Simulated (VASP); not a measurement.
Co, 4 atoms in the cell. Symmetry: P6_3/mmc, No. 194, hexagonal system. Conventional cell: a = 2.463 Å, b = 2.463 Å, c = 8.018 Å, α = 90.00°, β = 90.00°, γ = 120.00°. Co (site symmetry -3m) has 12 Co at 2.46 Å within 3.2 Å. Within 3.2 Å of Co (site symmetry -6m2) lie 12 Co at 2.46 Å. 

| Property | Result |
| --- | --- |
| Program | VASP 6.6.1 |
| Task | single point |
| Functional | revPBE |
| Potentials or basis | VASP PAW PBE potentials, release 64 (Co) |
| Cutoff | 520 eV |
| k mesh | 19 × 19 × 5 |
| Occupations | fermi-dirac, width 0.1 eV |
| Spin | no spin polarisation |
| Dipole correction | no |
| Further INCAR settings | ALGO = Normal; EDIFF = 1e-06; NBANDS = 26 |

Potentials or basis: VASP PAW PBE potentials, release 64 (Co).

Launch:

```sh
$ cat potpaw_PBE.64/Co/POTCAR > POTCAR
$ mpirun -np 1 vasp_std > vasp.out
```

Hardware: 1 thread of Intel(R) Xeon(R) 6975P-C (Granite Rapids), with other jobs on the host.

How long does it take, and how much memory?

It took 53 s on 1 thread of Intel(R) Xeon(R) 6975P-C (Granite Rapids) (shared host), peak memory 0.22 GiB. Counts: scf iterations 15, k points 120.
